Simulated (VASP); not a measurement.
# Al3BAs2 (P-3m1) in VASP: single point with PBE

Aim: the single point of Al3BAs2 with PBE.

All numbers are computed with VASP 6.6.1; they aren't measurements. Logs are shortened: lines on timing, memory, paths and dates and some standing lists are left out, and cuts for length are marked.

## 1. The cell of the first run

Symmetry: P-3m1, No. 164, trigonal system. The conventional cell has a = 3.516 Å, b = 3.516 Å, c = 8.952 Å, α = 90.00°, β = 90.00°, γ = 120.00°. Al (site symmetry 3m) has 3 B at 2.25 Å and 3 As at 2.77 Å and 3 Al at 2.81 Å within 3.0 Å. Within 3.6 Å of Al (site symmetry -3m) lie 6 As at 2.60 Å and 6 Al at 3.52 Å. Within 3.0 Å of B (site symmetry -3m) lie 6 Al at 2.25 Å. Within 3.6 Å of As (site symmetry 3m) lie 6 Al at 2.60 to 2.77 Å and 3 B at 3.51 Å and 6 As at 3.52 Å.

## 2. Single point, PBE

Contents of POSCAR:

```
Al3BAs2
1.0
    3.5158810158      0.0000000000      0.0000000000
   -1.7579405079      3.0448422764      0.0000000000
    0.0000000000      0.0000000000      8.9522567602
Al B As
3 1 2
Direct
    0.3333333333      0.6666666667      0.8916774566
    0.6666666667      0.3333333333      0.1083225434
    0.0000000000      0.0000000000      0.5000000000
    0.0000000000      0.0000000000      0.0000000000
    0.3333333333      0.6666666667      0.3193141725
    0.6666666667      0.3333333333      0.6806858275
```

Contents of INCAR.step1:

```
PREC = Accurate
ENCUT = 520
EDIFF = 1E-6
ISMEAR = 0
SIGMA = 0.1
LREAL = False
LASPH = True
NELM = 80
ALGO = Normal
ISIF = 2
LWAVE = False
LCHARG = True
GGA = PE
NBANDS = 20
```

Contents of KPOINTS.step1:

```
Automatic mesh
0
Gamma
  12 12 8
```

Contents of INCAR.step2:

```
PREC = Accurate
ENCUT = 520
EDIFF = 1E-6
ISMEAR = -5
SIGMA = 0.1
LREAL = False
LASPH = True
NELM = 80
ALGO = Normal
ISIF = 2
LWAVE = False
LCHARG = False
GGA = PE
LORBIT = 11
NEDOS = 2001
ICHARG = 11
```

Contents of KPOINTS.step2:

```
Automatic mesh
0
Gamma
  18 18 12
```

Potentials or basis: VASP PAW PBE potentials, release 64 (Al, B, As).

Run with:

```console
$ cat potpaw_PBE.64/Al/POTCAR potpaw_PBE.64/B/POTCAR potpaw_PBE.64/As/POTCAR > POTCAR
$ cp INCAR.step1 INCAR
$ cp KPOINTS.step1 KPOINTS
$ mpirun -np 1 vasp_std > vasp.out
$ cp INCAR.step2 INCAR
$ cp KPOINTS.step2 KPOINTS
$ mpirun -np 1 vasp_std > vasp.out
```

OUTCAR:

```text
PREC = Accurate
   ENCUT = 520
   EDIFF = 1E-6
   ISMEAR = -5
   LREAL = False
   LASPH = True
   NELM = 80
   ISIF = 2
   GGA = PE
   LORBIT = 11
   ICHARG = 11

 ion  position               nearest neighbor table
   1  0.333  0.667  0.892-   4 2.25   4 2.25   4 2.25   6 2.77   6 2.77   6 2.77   2 2.81   2 2.81
                             2 2.81
   2  0.667  0.333  0.108-   4 2.25   4 2.25   4 2.25   5 2.77   5 2.77   5 2.77   1 2.81   1 2.81
                             1 2.81
   3  0.000  0.000  0.500-   5 2.60   6 2.60   6 2.60   5 2.60   6 2.60   5 2.60
   4  0.000  0.000  0.000-   1 2.25   2 2.25   2 2.25   1 2.25   2 2.25   1 2.25
   5  0.333  0.667  0.319-   3 2.60   3 2.60   3 2.60   2 2.77   2 2.77   2 2.77
   6  0.667  0.333  0.681-   3 2.60   3 2.60   3 2.60   1 2.77   1 2.77   1 2.77

  LATTYP: Found a hexagonal cell.
 ALAT       =     3.5158810158
 C/A-ratio  =     2.5462342781

  Lattice vectors:

 A1 = (   3.5158810158,   0.0000000000,   0.0000000000)
 A2 = (  -1.7579405079,   3.0448422764,   0.0000000000)
 A3 = (   0.0000000000,   0.0000000000,   8.9522567602)

Analysis of symmetry for initial positions (statically):
=====================================================================
 Subroutine PRICEL returns:
 Original cell was already a primitive cell.

 Routine SETGRP: Setting up the symmetry group for a
 hexagonal supercell.

 Subroutine GETGRP returns: Found 12 space group operations
 (whereof 12 operations were pure point group operations)
 out of a pool of 24 trial point group operations.

The static configuration has the point symmetry D_3d.

Analysis of symmetry for dynamics (positions and initial velocities):
=====================================================================
 Subroutine PRICEL returns:
 Original cell was already a primitive cell.

 Routine SETGRP: Setting up the symmetry group for a
 hexagonal supercell.

 Subroutine GETGRP returns: Found 12 space group operations
 (whereof 12 operations were pure point group operations)
 out of a pool of 24 trial point group operations.

The dynamic configuration has the point symmetry D_3d.

 Subroutine INISYM returns: Found 12 space group operations
 (whereof 12 operations are pure point group operations),
 and found     1 'primitive' translations

----------------------------------------------------------------------------------------

                                     Primitive cell

  volume of cell :      95.8366

  direct lattice vectors                    reciprocal lattice vectors
     3.515881016  0.000000000  0.000000000     0.284423732  0.164212118  0.000000000
    -1.757940508  3.044842276  0.000000000     0.000000000  0.328424237  0.000000000
     0.000000000  0.000000000  8.952256760     0.000000000  0.000000000  0.111703677

  length of vectors
     3.515881016  3.515881016  8.952256760     0.328424237  0.328424237  0.111703677

  position of ions in fractional coordinates (direct lattice)
     0.333333333  0.666666667  0.891677457
     0.666666667  0.333333333  0.108322543
     0.000000000  0.000000000  0.500000000
     0.000000000  0.000000000  0.000000000
     0.333333333  0.666666667  0.319314173
     0.666666667  0.333333333  0.680685827

  ion indices of the primitive-cell ions
   primitive index   ion index
                 1           1
                 2           2
                 3           3
                 4           4
                 5           5
                 6           6

----------------------------------------------------------------------------------------

 KPOINTS: Automatic mesh

Automatic generation of k-mesh.
 Grid dimensions read from file:
 generate k-points for:   18   18   12

 Generating k-lattice:

  Cartesian coordinates                     Fractional coordinates (reciprocal lattice)
     0.015801318  0.009122895  0.000000000     0.055555556 -0.000000000  0.000000000
     0.000000000  0.018245791  0.000000000     0.000000000  0.055555556  0.000000000
     0.000000000  0.000000000  0.009308640     0.000000000  0.000000000  0.083333333

  Length of vectors
     0.018245791  0.018245791  0.009308640

  Shift w.r.t. Gamma in fractional coordinates (k-lattice)
     0.000000000  0.000000000  0.000000000

 TETIRR: Found   5714 inequivalent tetrahedra from    23328

 Subroutine IBZKPT returns following result:
 ===========================================

 Found    394 irreducible k-points:

 Following reciprocal coordinates:
            Coordinates               Weight
  0.000000  0.000000  0.000000      1.000000
  0.055556 -0.000000  0.000000      6.000000
  0.111111 -0.000000  0.000000      6.000000
  0.166667 -0.000000  0.000000      6.000000
  0.222222  0.000000  0.000000      6.000000
  0.277778  0.000000  0.000000      6.000000
[... 16 lines left out ...]
  0.333333  0.111111  0.000000     12.000000
  0.388889  0.111111  0.000000     12.000000
 [... further k-points ...]
   k-points           NKPTS =    394   k-points in BZ     NKDIM =    394   number of bands    NBANDS=     15
   number of dos      NEDOS =   2001   number of ions     NIONS =      6
   total plane-waves  NPLWV =  54880
   dimension x,y,z NGX =    28 NGY =   28 NGZ =   70
   dimension x,y,z NGXF=    56 NGYF=   56 NGZF=  140
   ions per type =               3   1   2
   NGX,Y,Z   is equivalent  to a cutoff of  13.24, 13.24, 13.00 a.u.
   NGXF,Y,Z  is equivalent  to a cutoff of  26.48, 26.48, 26.00 a.u.
 SYSTEM =  unknown system
   PREC   = accura    normal or accurate (medium, high low for compatibility)
   ISTART =      0    job   : 0-new  1-cont  2-samecut
   ICHARG =     11    charge: 1-file 2-atom 10-const
   ISPIN  =      1    spin polarized calculation?
   LNONCOLLINEAR =      F non collinear calculations
   LSORBIT =      F    spin-orbit coupling
   LASPH  =      T    aspherical Exc in radial PAW
   ENCUT  =  520.0 eV  38.22 Ry    6.18 a.u.   6.54  6.54 16.65*2*pi/ulx,y,z
   NELM   =     80;   NELMIN=  2; NELMDL=  0     # of ELM steps
   EDIFF  = 0.1E-05   stopping-criterion for ELM
   LREAL  =      F    real-space projection
   EDIFFG = 0.1E-04   stopping-criterion for IOM
   NSW    =      0    number of steps for IOM
   IBRION =     -1    ionic relax: 0-MD 1-quasi-New 2-CG
   NFREE  =      0    steps in history (QN), initial steepest desc. (CG)
   ISIF   =      2    stress and relaxation
   ISYM   =      2    0-nonsym 1-usesym 2-fastsym
   POTIM  = 0.5000    time-step for ionic-motion
   TEBEG  =    0.0;   TEEND  =   0.0 temperature during run
   PSTRESS=    0.0 pullay stress
   NELECT =      22.0000    total number of electrons
   NUPDOWN=      -1.0000    fix difference up-down
   EMIN   =  10.00;   EMAX   =-10.00  energy-range for DOS
   EFERMI =   0.00;   METHOD = LEGACY
   ISMEAR =    -5;   SIGMA  =   0.10  broadening in eV -4-tet -1-fermi 0-gaus
   EFERMI_NEDOS =   21; number of points for ismear=-14 and -15
   IALGO  =     38    algorithm
   IMIX   =      4    mixing-type and parameters
     AMIX     =   0.40;   BMIX     =  1.00
     AMIX_MAG =   1.60;   BMIX_MAG =  1.00
  volume/ion in A,a.u.               =      15.97       107.79
  Fermi-wavevector in a.u.,A,eV,Ry     =   1.002394  1.894250 13.671055  1.004794
  Thomas-Fermi vector in A             =   2.134879
   LORBIT       =     11    0 simple, 1 ext, 2 COOP (PROOUT), +10 PAW based schemes
   GGA     = PE    functional components
   LHFCALC =     F    Hartree Fock is set to
   AEXX    =    0.0000 exact exchange contribution
   IVDW    =     0    specifies the selected vdW correction
   LEPSILON=     F    determine dielectric tensor
   LRPA    =     F    only Hartree local field effects (RPA)
 non-spin polarized calculation
 Fermi weights with tetrahedron method with Bloechl corrections
  energy-cutoff  :      520.00
  volume of cell :       95.84
 maximum number of plane-waves:      2650
 NGX is ok and might be reduce to    28

 number of electron      22.0000000 magnetization

 Free energy of the ion-electron system (eV)
  ---------------------------------------------------
  ext. energy  EPLUGINS =         0.00000000
  ---------------------------------------------------
  free energy    TOTEN  =       -26.91395771 eV

  energy without entropy =      -26.91395771  energy(sigma->0) =      -26.91395771

 E-fermi :   6.6314     XC(G=0): -10.4194

 val. band max:        6.7010331296   @ k =   0.0000   0.2222   0.0833
 cond. band min:       6.5751805602   @ k =   0.4444   0.1111   0.0000
 fundamental gap:     -0.1258525695
 Fermi energy:         6.6313723836

 k-point     1 :       0.0000    0.0000    0.0000
  band No.  band energies     occupation
      1      -6.5930      2.00000
      2      -5.4007      2.00000
      3      -3.8790      2.00000
      4       1.1987      2.00000
      5       1.4083      2.00000
      6       7.0005     -0.80223
      7       7.0005      0.00000
      8       7.4691      0.00000
      9       7.4691      0.00000
     10       7.6632      0.00000
     11       7.8517      0.00000
     12       7.8517      0.00000
     13      10.0894      0.00000
     14      11.2092      0.00000
     15      11.2158      0.00000

 k-point     2 :       0.0556   -0.0000    0.0000
  band No.  band energies     occupation
      1      -6.5503      2.00000
      2      -5.3626      2.00000
      3      -3.8346      2.00000
      4       1.2358      2.00000
      5       1.4466      2.00000
      6       6.5937      1.64130
      7       6.8025      0.47772
      8       7.1839     -0.09314
      9       7.4301     -0.02396
     10       7.4743      0.00000
     11       7.6964      0.00000
     12       7.7971      0.00000
     13      10.3410      0.00000
     14      10.8603      0.00000
     15      11.2617      0.00000

 k-point     3 :       0.1111   -0.0000    0.0000
  band No.  band energies     occupation
      1      -6.4230      2.00000
      2      -5.2493      2.00000
      3      -3.7018      2.00000
      4       1.3436      2.00000
      5       1.5580      2.00000
      6       5.6745      2.00000
      7       6.4144      1.99389
      8       6.5385      1.45653
      9       6.5480      1.17422
     10       7.3326      0.00000
     11       7.6543      0.00000
     12       7.6751      0.00000
     13      10.1355      0.00000
     14      10.7049      0.00000
     15      11.1895      0.00000
[... 343 lines left out ...]
 k-point    23 :       0.3333    0.1111    0.0000
  band No.  band energies     occupation
      1      -4.6206      2.00000
      2      -3.8738      2.00000
      3      -1.6842      2.00000
      4       0.5000      2.00000
      5       1.5403      2.00000
      6       1.6569      2.00000
      7       3.6264      2.00000
      8       3.7779      2.00000
      9       3.9461      2.00000
     10       5.0920      2.00000
     11       5.2868      2.00000
     12       6.6520      0.95884
     13       7.4279     -0.00208
     14       9.8826      0.00000
     15      10.1980      0.00000

 k-point    24 :       0.3889    0.1111    0.0000
  band No.  band energies     occupation
      1      -4.2343      2.00000
      2      -3.7312      2.00000
      3      -1.1761      2.00000
      4       0.0738      2.00000
      5       0.8648      2.00000
      6       1.2349      2.00000
      7       3.5097      2.00000
      8       4.0392      2.00000
      9       4.1793      2.00000
     10       5.0858      2.00000
     11       5.2510      2.00000
     12       6.0882      2.05230
     13       6.8367      0.05197
     14       9.8070      0.00000
     15       9.9573      0.00000

 [... further k-points ...]

------------------------ aborting loop because EDIFF is reached ----------------------------------------

  FORCE on cell =-STRESS in cart. coord.  units (eV):
  Direction    XX          YY          ZZ          XY          YZ          ZX
  --------------------------------------------------------------------------------------
  -------------------------------------------------------------------------------------
  Total        0.0894341      0.0894341      0.0025504      0.0000000      0.0000000      0.0000000
  in kB        1.4951418      1.4951418      0.0426373      0.0000000      0.0000000      0.0000000
  external PRESSURE =       1.0109736 kB  Pullay stress =       0.0000000 kB

 VOLUME and BASIS-vectors are now :
 -----------------------------------------------------------------------------
  energy-cutoff  :      520.00
  volume of cell :       95.84
      direct lattice vectors                 reciprocal lattice vectors
     3.515881016  0.000000000  0.000000000     0.284423732  0.164212118  0.000000000
    -1.757940508  3.044842276  0.000000000     0.000000000  0.328424237  0.000000000
     0.000000000  0.000000000  8.952256760     0.000000000  0.000000000  0.111703677

 POSITION                                       TOTAL-FORCE (eV/Angst)
 -----------------------------------------------------------------------------------
     -0.00000      2.02989      7.98253         0.000000     -0.000000      0.028055
      1.75794      1.01495      0.96973        -0.000000      0.000000     -0.028055
      0.00000      0.00000      4.47613        -0.000000      0.000000      0.000000
      0.00000      0.00000      0.00000        -0.000000      0.000000      0.000000
     -0.00000      2.02989      2.85858         0.000000     -0.000000     -0.024615
      1.75794      1.01495      6.09367        -0.000000      0.000000      0.024615
 -----------------------------------------------------------------------------------
    total drift:                                0.000000     -0.000000     -0.000000

  FREE ENERGIE OF THE ION-ELECTRON SYSTEM (eV)
  ---------------------------------------------------
  free  energy   TOTEN  =       -26.9139577138 eV

  energy  without entropy=      -26.9139577138  energy(sigma->0) =      -26.91395771

 total charge

# of ion       s       p       d       tot
------------------------------------------
    1        0.385   0.352   0.000   0.737
    2        0.385   0.352   0.000   0.737
    3        0.406   0.341   0.000   0.748
    4        0.698   1.119   0.000   1.816
    5        1.256   1.491   0.038   2.785
    6        1.256   1.491   0.038   2.785
--------------------------------------------------
tot          4.386   5.146   0.076   9.607
```

It took 15 min on 1 thread of Intel Xeon 8259CL, shared host; peak memory 0.69 GiB.

What came out:

| Property | Result |
| --- | --- |
| Valence electrons inside the program's atomic spheres | Al 0.74, 0.75 (each value once); B 1.82; As 2.79 |
